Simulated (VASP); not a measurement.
A run of VASP 6.6.1 is set up as follows.

The input INCAR:

```
SYSTEM = Pd
ALGO     = Normal         ! electronic algorithm
EDIFF    = 1E-7           ! SCF threshold, eV
ENCUT    = 520            ! plane-wave cutoff, eV
GGA      = CA             ! functional
ISIF     = 2              ! what is computed and relaxed
ISMEAR   = -1             ! smearing method
LASPH    = .TRUE.         ! aspherical terms in the spheres
LCHARG   = .TRUE.         ! write CHGCAR
LELF     = .TRUE.         ! ELF
LREAL    = .FALSE.        ! projectors in reciprocal space
LVHAR    = .TRUE.       
LWAVE    = .FALSE.        ! write WAVECAR
NBANDS   = 11             ! bands
NELM     = 60             ! most SCF steps
PREC     = Accurate       ! precision mode
SIGMA    = 0.1            ! smearing width, eV
```

Contents of KPOINTS:

```
k-points
0
G
  16 16 16
  0 0 0
```

File POSCAR:

```
Pd
1.0
   -1.5681125126      1.5681125126      1.5681125126
    1.5681125126     -1.5681125126      1.5681125126
    1.5681125126      1.5681125126     -1.5681125126
Pd
1
Direct
    0.0000000000      0.0000000000      0.0000000000
```

Potentials or basis: VASP PAW LDA potentials, release 64 (Pd).

The run is started by

```bash
$ cat potpaw_LDA.64/Pd/POTCAR > POTCAR
$ mpirun -np 1 vasp_std > vasp.out
```

Q: What does it give for the band gap on the k mesh?

A: Zero (band 5 reaches 9.42 eV, above the bottom of band 6 at 7.87 eV).

Q: Predict the pressure.

A: -13.6 GPa.
